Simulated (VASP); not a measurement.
ZnO: single point with r2SCAN

Crystal: ZnO.

```
Zn O
1.0
     3.23487    0.00000    0.00000
    -1.61743    2.80148    0.00000
     0.00000    0.00000    5.21231
Zn O
2 2
Direct
  0.66667 0.33333 0.50043
  0.33333 0.66667 0.00043
  0.66667 0.33333 0.87988
  0.33333 0.66667 0.37988
```

| Item | Value |
| --- | --- |
| Program | VASP 6.6.1 |
| Task | single point |
| Functional | r2SCAN |
| Potentials or basis | VASP PAW PBE potentials, release 64 (Zn, O) |
| Cutoff | 520 eV |
| k mesh | 12 × 12 × 6 |
| Occupations | gaussian, width 0.02 eV |
| Spin | no spin polarisation |
| Dipole correction | no |
| Further INCAR settings | ALGO = Normal; EDIFF = 1e-06; NBANDS = 26 |

The pressure is 1.0 GPa and the largest force is 0.015 eV/Å. The band gap on the k mesh is 1.23 eV.

Forces in eV/Å, atoms in the order of the input:
```
Zn   0.000  0.000 -0.015
Zn   0.000  0.000 -0.015
O    0.000  0.000  0.015
O    0.000  0.000  0.015
```

Stress tensor (GPa, compression positive):
```
0.97 0.00 0.00
0.00 0.97 0.00
0.00 0.00 1.09
```

Levels at points of the mesh, in eV from the valence-band top:
```tsv
k point	band 14	band 15	band 16	band 17	band 18	band 19	band 20	band 21	band 22	band 23
(0.00, 0.00, 0.00)	-0.82	-0.82	-0.09	0.00	0.00	1.23	5.88	8.83	13.73	13.73
(0.50, 0.00, 0.00)	-3.59	-2.87	-2.34	-1.31	-0.87	6.43	7.36	8.08	9.32	11.38
(0.00, 0.00, 0.50)	-2.25	-0.40	-0.40	-0.40	-0.40	3.94	3.94	10.83	10.83	14.03
(0.50, 0.00, 0.50)	-3.79	-1.55	-1.55	-1.41	-1.41	6.25	6.25	9.18	9.18	12.00
```

It took 5.3 min on 1 thread of Intel Xeon 8259CL, on a shared host, peak memory 0.22 GiB.

Caveat: the PAW data sets were made with another functional, which shifts forces and pressure a little.
